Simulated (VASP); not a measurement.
# MnIn3 in VASP: a series of runs

MnIn3 is run at these levels: PBE; tasks: single point, relaxation of cell and atoms.

Program: VASP 6.6.1. These are calculated values, not measurements. Logs are shortened: lines on timing, memory, paths and dates and some standing lists are left out, and cuts for length are marked.

### 1 The cell of the first run

Symmetry: P6/mmm, No. 191, hexagonal system. The conventional cell has a = 5.967 Å, b = 5.967 Å, c = 3.236 Å, α = 90.00°, β = 90.00°, γ = 120.00°. Mn (site symmetry 6/mmm) has 6 In at 2.98 Å and 2 Mn at 3.24 Å within 3.9 Å. Within 3.9 Å of In (site symmetry mmm) lie 6 In at 2.98 to 3.24 Å and 2 Mn at 2.98 Å.

The cell was built from a structure type or drawn by symmetry, and may not be a known phase.

### 2 Single point, PBE, collinear spin, ferromagnetic start

INCAR reads:

```
  PREC = Accurate
  ENCUT = 520
  EDIFF = 1E-7
  ISMEAR = 0
  SIGMA = 0.1
  LREAL = F
  LASPH = T
  NELM = 150
  ALGO = Fast
  ISIF = 2
  LWAVE = F
  LCHARG = F
  ISPIN = 2
  MAGMOM = 4.38 0 0 0
  LORBIT = 11
  LMAXMIX = 4
  GGA = PE
  NBANDS = 38
```

KPOINTS reads:

```
Automatic mesh
0
Gamma
  3 3 6
```

POSCAR reads:

```
MnIn3
1.0
    5.9670696557      0.0000000000      0.0000000000
   -2.9835348278      5.1676339080      0.0000000000
    0.0000000000      0.0000000000      3.2360697234
Mn In
1 3
Direct
    0.0000000000      0.0000000000      0.5000000000
    0.5000000000      0.5000000000      0.5000000000
    0.5000000000      0.0000000000      0.5000000000
    0.0000000000      0.5000000000      0.5000000000
```

Potentials or basis: VASP PAW PBE potentials, release 64 (Mn_pv, In_d).

The run is started by

```sh
$ cat potpaw_PBE.64/Mn_pv/POTCAR potpaw_PBE.64/In_d/POTCAR > POTCAR
$ mpirun -np 1 vasp_std > vasp.out
```

OUTCAR:

```text
PREC = Accurate
   ENCUT = 520
   EDIFF = 1E-7
   ISMEAR = 0
   LREAL = F
   LASPH = T
   NELM = 150
   ISIF = 2
   ISPIN = 2
   LORBIT = 11
   GGA = PE

 ion  position               nearest neighbor table
   1  0.000  0.000  0.500-   4 2.98   4 2.98   3 2.98   3 2.98   2 2.98   2 2.98
   2  0.500  0.500  0.500-   3 2.98   3 2.98   4 2.98   4 2.98   1 2.98   1 2.98
   3  0.500  0.000  0.500-   2 2.98   2 2.98   1 2.98   1 2.98   4 2.98   4 2.98
   4  0.000  0.500  0.500-   1 2.98   1 2.98   2 2.98   2 2.98   3 2.98   3 2.98

  LATTYP: Found a hexagonal cell.
 ALAT       =     5.9670696557
 C/A-ratio  =     0.5423214258

  Lattice vectors:

 A1 = (   5.9670696557,   0.0000000000,   0.0000000000)
 A2 = (  -2.9835348278,   5.1676339080,   0.0000000000)
 A3 = (   0.0000000000,   0.0000000000,   3.2360697234)

Analysis of symmetry for initial positions (statically):
=====================================================================
 Subroutine PRICEL returns:
 Original cell was already a primitive cell.

 Routine SETGRP: Setting up the symmetry group for a
 hexagonal supercell.

 Subroutine GETGRP returns: Found 24 space group operations
 (whereof 24 operations were pure point group operations)
 out of a pool of 24 trial point group operations.

The static configuration has the point symmetry D_6h.

Analysis of symmetry for dynamics (positions and initial velocities):
=====================================================================
 Subroutine PRICEL returns:
 Original cell was already a primitive cell.

 Routine SETGRP: Setting up the symmetry group for a
 hexagonal supercell.

 Subroutine GETGRP returns: Found 24 space group operations
 (whereof 24 operations were pure point group operations)
 out of a pool of 24 trial point group operations.

The dynamic configuration has the point symmetry D_6h.

Analysis of structural, dynamic, and magnetic symmetry:
=====================================================================
 Subroutine PRICEL returns:
 Original cell was already a primitive cell.

 Routine SETGRP: Setting up the symmetry group for a
 hexagonal supercell.

 Subroutine GETGRP returns: Found 24 space group operations
 (whereof 24 operations were pure point group operations)
 out of a pool of 24 trial point group operations.

The overall configuration has the point symmetry D_6h.

 Subroutine INISYM returns: Found 24 space group operations
 (whereof 24 operations are pure point group operations),
 and found     1 'primitive' translations

----------------------------------------------------------------------------------------

                                     Primitive cell

  volume of cell :      99.7863

  direct lattice vectors                    reciprocal lattice vectors
     5.967069656  0.000000000  0.000000000     0.167586447  0.096756080  0.000000000
    -2.983534828  5.167633908  0.000000000     0.000000000  0.193512160  0.000000000
     0.000000000  0.000000000  3.236069723     0.000000000  0.000000000  0.309016828

  length of vectors
     5.967069656  5.967069656  3.236069723     0.193512160  0.193512160  0.309016828

  position of ions in fractional coordinates (direct lattice)
     0.000000000  0.000000000  0.500000000
     0.500000000  0.500000000  0.500000000
     0.500000000  0.000000000  0.500000000
     0.000000000  0.500000000  0.500000000

  ion indices of the primitive-cell ions
   primitive index   ion index
                 1           1
                 2           2
                 3           3
                 4           4

----------------------------------------------------------------------------------------

 KPOINTS: Automatic mesh

Automatic generation of k-mesh.
 Grid dimensions read from file:
 generate k-points for:    3    3    6

 Generating k-lattice:

  Cartesian coordinates                     Fractional coordinates (reciprocal lattice)
     0.055862149  0.032252027  0.000000000     0.333333333 -0.000000000  0.000000000
     0.000000000  0.064504053  0.000000000     0.000000000  0.333333333  0.000000000
     0.000000000  0.000000000  0.051502805     0.000000000  0.000000000  0.166666667

  Length of vectors
     0.064504053  0.064504053  0.051502805

  Shift w.r.t. Gamma in fractional coordinates (k-lattice)
     0.000000000  0.000000000  0.000000000

 Subroutine IBZKPT returns following result:
 ===========================================

 Found     12 irreducible k-points:

 Following reciprocal coordinates:
            Coordinates               Weight
  0.000000  0.000000  0.000000      1.000000
  0.333333  0.000000  0.000000      6.000000
  0.333333  0.333333  0.000000      2.000000
  0.000000  0.000000  0.166667      2.000000
  0.333333  0.000000  0.166667     12.000000
  0.333333  0.333333  0.166667      4.000000
  0.000000  0.000000  0.333333      2.000000
  0.333333  0.000000  0.333333     12.000000
  0.333333  0.333333  0.333333      4.000000
  0.000000  0.000000  0.500000      1.000000
  0.333333  0.000000  0.500000      6.000000
  0.333333  0.333333  0.500000      2.000000
   k-points           NKPTS =     12   k-points in BZ     NKDIM =     12   number of bands    NBANDS=     38
   number of dos      NEDOS =    301   number of ions     NIONS =      4
   total plane-waves  NPLWV =  55296
   dimension x,y,z NGX =    48 NGY =   48 NGZ =   24
   dimension x,y,z NGXF=    96 NGYF=   96 NGZF=   48
   ions per type =               1   3
   NGX,Y,Z   is equivalent  to a cutoff of  13.37, 13.37, 12.33 a.u.
   NGXF,Y,Z  is equivalent  to a cutoff of  26.75, 26.75, 24.66 a.u.
 SYSTEM =  unknown system
   PREC   = accura    normal or accurate (medium, high low for compatibility)
   ISTART =      0    job   : 0-new  1-cont  2-samecut
   ICHARG =      2    charge: 1-file 2-atom 10-const
   ISPIN  =      2    spin polarized calculation?
   LNONCOLLINEAR =      F non collinear calculations
   LSORBIT =      F    spin-orbit coupling
   LASPH  =      T    aspherical Exc in radial PAW
   ENCUT  =  520.0 eV  38.22 Ry    6.18 a.u.  11.09 11.09  6.02*2*pi/ulx,y,z
   NELM   =    150;   NELMIN=  2; NELMDL= -5     # of ELM steps
   EDIFF  = 0.1E-06   stopping-criterion for ELM
   LREAL  =      F    real-space projection
   EDIFFG = 0.1E-05   stopping-criterion for IOM
   NSW    =      0    number of steps for IOM
   IBRION =     -1    ionic relax: 0-MD 1-quasi-New 2-CG
   NFREE  =      0    steps in history (QN), initial steepest desc. (CG)
   ISIF   =      2    stress and relaxation
   ISYM   =      2    0-nonsym 1-usesym 2-fastsym
   POTIM  = 0.5000    time-step for ionic-motion
   TEBEG  =    0.0;   TEEND  =   0.0 temperature during run
   PSTRESS=    0.0 pullay stress
   NELECT =      52.0000    total number of electrons
   NUPDOWN=      -1.0000    fix difference up-down
   EMIN   =  10.00;   EMAX   =-10.00  energy-range for DOS
   EFERMI =   0.00;   METHOD = LEGACY
   ISMEAR =     0;   SIGMA  =   0.10  broadening in eV -4-tet -1-fermi 0-gaus
   EFERMI_NEDOS =   21; number of points for ismear=-14 and -15
   IALGO  =     68    algorithm
   IMIX   =      4    mixing-type and parameters
     AMIX     =   0.40;   BMIX     =  1.00
     AMIX_MAG =   1.60;   BMIX_MAG =  1.00
  volume/ion in A,a.u.               =      24.95       168.35
  Fermi-wavevector in a.u.,A,eV,Ry     =   1.317404  2.489533 23.613643  1.735554
  Thomas-Fermi vector in A             =   2.447448
   LORBIT       =     11    0 simple, 1 ext, 2 COOP (PROOUT), +10 PAW based schemes
   GGA     = PE    functional components
   LHFCALC =     F    Hartree Fock is set to
   AEXX    =    0.0000 exact exchange contribution
   IVDW    =     0    specifies the selected vdW correction
   LEPSILON=     F    determine dielectric tensor
   LRPA    =     F    only Hartree local field effects (RPA)
 spin polarized calculation
 RMM-DIIS sequential band-by-band and
 Gauss-broadening in eV      SIGMA  =   0.10
  energy-cutoff  :      520.00
  volume of cell :       99.79
 maximum number of plane-waves:      2724
 NGX is ok and might be reduce to    48
   NGX = 23   NGY = 23   NGZ = 13

 number of electron      51.9999990 magnetization       3.5339509

 Free energy of the ion-electron system (eV)
  ---------------------------------------------------
  ext. energy  EPLUGINS =         0.00000000
  ---------------------------------------------------
  free energy    TOTEN  =       -15.11633150 eV

  energy without entropy =      -15.10170410  energy(sigma->0) =      -15.10901780

 E-fermi :   6.9202     XC(G=0): -10.1792

 val. band max:        6.8905655574   @ k =   0.3333   0.0000   0.1667
 cond. band min:       6.9471887966   @ k =   0.3333   0.3333   0.0000
 fundamental gap:      0.0566232391
 Fermi energy:         6.9202481014

 spin component 1

 k-point     1 :       0.0000    0.0000    0.0000
  band No.  band energies     occupation
      1     -43.1498      1.00000
      2     -42.9948      1.00000
      3     -42.9948      1.00000
      4      -8.4118      1.00000
      5      -8.1999      1.00000
      6      -8.1999      1.00000
[... 30 lines left out ...]
     37      16.8586      0.00000
     38      18.2104      0.00000

 k-point     2 :       0.3333    0.0000    0.0000
  band No.  band energies     occupation
      1     -43.1498      1.00000
      2     -42.9948      1.00000
      3     -42.9948      1.00000
      4      -8.3008      1.00000
      5      -8.1363      1.00000
      6      -8.0446      1.00000
[... 30 lines left out ...]
     37      16.3141      0.00000
     38      16.7533      0.00000
[... 367 lines left out ...]
     37      13.6816      0.00000
     38      13.8849      0.00000

 k-point    12 :       0.3333    0.3333    0.5000
  band No.  band energies     occupation
      1     -43.1695      1.00000
      2     -42.9932      1.00000
      3     -42.9932      1.00000
      4      -8.0236      1.00000
      5      -7.9798      1.00000
      6      -7.9798      1.00000
[... 30 lines left out ...]
     37      14.6782      0.00000
     38      14.7869      0.00000
 Fermi energy:         6.9202481014

 spin component 2

 k-point     1 :       0.0000    0.0000    0.0000
  band No.  band energies     occupation
      1     -39.1459      1.00000
      2     -39.1459      1.00000
      3     -39.0127      1.00000
      4      -8.4254      1.00000
      5      -8.2307      1.00000
      6      -8.2307      1.00000
[... 30 lines left out ...]
     37      16.7317      0.00000
     38      18.1314      0.00000

 k-point     2 :       0.3333    0.0000    0.0000
  band No.  band energies     occupation
      1     -39.1460      1.00000
      2     -39.1459      1.00000
      3     -39.0126      1.00000
      4      -8.3178      1.00000
      5      -8.1627      1.00000
      6      -8.0702      1.00000
[... 30 lines left out ...]
     37      16.2388      0.00000
     38      16.6942      0.00000
[... 367 lines left out ...]
     37      13.8496      0.00000
     38      14.1579      0.00000

 k-point    12 :       0.3333    0.3333    0.5000
  band No.  band energies     occupation
      1     -39.1439      1.00000
      2     -39.1439      1.00000
      3     -39.0372      1.00000
      4      -8.0578      1.00000
      5      -7.9947      1.00000
      6      -7.9947      1.00000
[... 30 lines left out ...]
     37      14.8529      0.00000
     38      14.8529      0.00000

------------------------ aborting loop because EDIFF is reached ----------------------------------------

  FORCE on cell =-STRESS in cart. coord.  units (eV):
  Direction    XX          YY          ZZ          XY          YZ          ZX
  --------------------------------------------------------------------------------------
  -------------------------------------------------------------------------------------
  Total       -0.1008250     -0.1008250      0.0869887     -0.0000000      0.0000000      0.0000000
  in kB       -1.6188562     -1.6188562      1.3966981     -0.0000000      0.0000000      0.0000000
  external PRESSURE =      -0.6136714 kB  Pullay stress =       0.0000000 kB

 VOLUME and BASIS-vectors are now :
 -----------------------------------------------------------------------------
  energy-cutoff  :      520.00
  volume of cell :       99.79
      direct lattice vectors                 reciprocal lattice vectors
     5.967069656  0.000000000  0.000000000     0.167586447  0.096756080  0.000000000
    -2.983534828  5.167633908  0.000000000     0.000000000  0.193512160  0.000000000
     0.000000000  0.000000000  3.236069723     0.000000000  0.000000000  0.309016828

 POSITION                                       TOTAL-FORCE (eV/Angst)
 -----------------------------------------------------------------------------------
      0.00000      0.00000      1.61803        -0.000000      0.000000      0.000000
      1.49177      2.58382      1.61803        -0.000000      0.000000      0.000000
      2.98353      0.00000      1.61803         0.000000      0.000000      0.000000
     -1.49177      2.58382      1.61803         0.000000      0.000000      0.000000
 -----------------------------------------------------------------------------------
    total drift:                                0.000000      0.000000     -0.000000

  FREE ENERGIE OF THE ION-ELECTRON SYSTEM (eV)
  ---------------------------------------------------
  free  energy   TOTEN  =       -15.1163315042 eV

  energy  without entropy=      -15.1017041041  energy(sigma->0) =      -15.10901780

 total charge

# of ion       s       p       d       tot
------------------------------------------
    1        0.272   6.115   4.987  11.375
    2        0.943   0.624   9.848  11.415
    3        0.943   0.624   9.848  11.415
    4        0.943   0.624   9.848  11.415
--------------------------------------------------
tot          3.101   7.987  34.532  45.620

 magnetization (x)

# of ion       s       p       d       tot
------------------------------------------
    1        0.043   0.009   3.697   3.749
    2       -0.015  -0.056  -0.001  -0.073
    3       -0.015  -0.056  -0.001  -0.073
    4       -0.015  -0.056  -0.001  -0.073
--------------------------------------------------
tot         -0.004  -0.159   3.694   3.531
```

Wall time 65 s (1 thread of Intel Xeon 6975P-C (Granite Rapids), shared host); peak memory 0.3 GiB.

What came out:

```yaml
Free_energy: -15.1163 eV
Pressure: -0.1 GPa
Net_moment: 3.53 μB per cell
Site_moments: Mn +3.75; In -0.07 μB
Valence_electrons_inside_the_program's_atomic_spheres: Mn 11.38; In 11.41
```

Levels at points of the mesh, in eV from the Fermi level:
Spin up:
| k point | band 25 | band 26 | band 27 | band 28 | band 29 | band 30 | band 31 | band 32 |
| --- | --- | --- | --- | --- | --- | --- | --- | --- |
| (0.00, 0.00, 0.00) | -2.47 | -2.23 | -2.23 | -1.55 | -1.55 | -0.43 | 5.16 | 7.53 |
| (0.00, 0.00, 0.50) | -1.72 | -1.54 | -0.31 | -0.31 | 0.27 | 0.27 | 0.66 | 0.66 |
Spin down:
```
           k point  band 20  band 21  band 22  band 23  band 24  band 25  band 26  band 27  band 28  band 29
(0.00, 0.00, 0.00)    -4.03    -4.03    -3.65    -2.51    -2.51    -0.70     1.22     1.39     1.39     1.56
(0.00, 0.00, 0.50)    -3.84    -1.62    -1.37    -1.37    -0.29    -0.29     0.37     0.37     0.50     0.50
```

Caveat: the k points lie up to 0.41 Å⁻¹ apart; spin-orbit coupling is left out, which moves the levels of the heavy elements.

### 3 Single point, PBE, collinear spin, ferromagnetic start

This run uses another cell than the first one, of 25.50 Å³/atom.

INCAR reads:

```
SYSTEM = MnIn3
PREC = Accurate
ENCUT = 520
EDIFF = 1E-7
ISMEAR = 0
SIGMA = 0.1
LREAL = .FALSE.
LASPH = .TRUE.
NELM = 150
ALGO = Normal
ISIF = 2
LWAVE = .FALSE.
LCHARG = .FALSE.
ISPIN = 2
MAGMOM = 4 0 0 0
LORBIT = 11
LMAXMIX = 4
GGA = PE
NBANDS = 38
```

KPOINTS reads:

```
Automatic mesh
0
G
  6 6 2
  0 0 0
```

POSCAR reads:

```
MnIn3
1.0
    5.8764096916      0.0000000000      0.0000000000
   -2.9382048458      5.0891200760      0.0000000000
    0.0000000000      0.0000000000      3.4111640927
Mn In
1 3
Direct
    0.6666666667      0.3333333333      0.5000000000
    0.1666666649      0.8333333351      0.5000000000
    0.1666666649      0.3333333298      0.5000000000
    0.6666666702      0.8333333351      0.5000000000
```

Potentials or basis: VASP PAW PBE potentials, release 64 (Mn_pv, In_d).

The run is started by

```sh
$ cat potpaw_PBE.64/Mn_pv/POTCAR potpaw_PBE.64/In_d/POTCAR > POTCAR
$ mpirun -np 1 vasp_std > vasp.out
```

Wall time 70 s (1 thread of Intel Xeon 6975P-C (Granite Rapids), shared host); peak memory 0.32 GiB.

It converged, with:

- Free energy: -15.5254 eV
- Pressure: 0.1 GPa
- Net moment: 3.75 μB per cell
- Site moments: Mn +3.90; In -0.06 μB
- Valence electrons inside the program's atomic spheres: Mn 11.36; In 11.43

Stress tensor (GPa, compression positive):
```
0.11 0.00 0.00
0.00 0.11 0.00
0.00 0.00 0.01
```

Levels at points of the mesh, in eV from the Fermi level:
Spin up:
| k point | band 26 | band 27 | band 28 | band 29 | band 30 | band 31 |
| --- | --- | --- | --- | --- | --- | --- |
| (0.00, 0.00, 0.00) | -2.06 | -2.06 | -1.29 | -1.29 | -0.06 | 4.20 |
| (0.50, 0.00, 0.00) | -2.44 | -1.89 | 2.23 | 2.47 | 3.09 | 3.42 |
| (0.00, 0.00, 0.50) | -1.54 | -0.36 | -0.36 | 0.41 | 0.41 | 1.42 |
| (0.50, 0.00, 0.50) | -1.97 | -1.39 | -1.32 | -0.61 | 1.33 | 1.81 |
Spin down:
```csv
k point,band 20,band 21,band 22,band 23,band 24,band 25,band 26,band 27,band 28,band 29
"(0.00, 0.00, 0.00)",-3.35,-3.35,-3.12,-2.09,-2.09,-0.15,1.32,1.32,1.52,1.55
"(0.50, 0.00, 0.00)",-7.09,-4.21,-3.38,-0.28,0.28,1.07,1.19,1.28,2.26,2.95
"(0.00, 0.00, 0.50)",-3.41,-1.55,-1.33,-1.33,-0.32,-0.32,0.41,0.41,1.24,1.24
"(0.50, 0.00, 0.50)",-5.03,-2.40,-2.01,-1.74,-1.40,-0.23,0.18,1.22,1.36,1.99
```

Caveat: the k points lie up to 0.92 Å⁻¹ apart; spin-orbit coupling is left out, which moves the levels of the heavy elements.

(Part 1 of 2 ends here.)
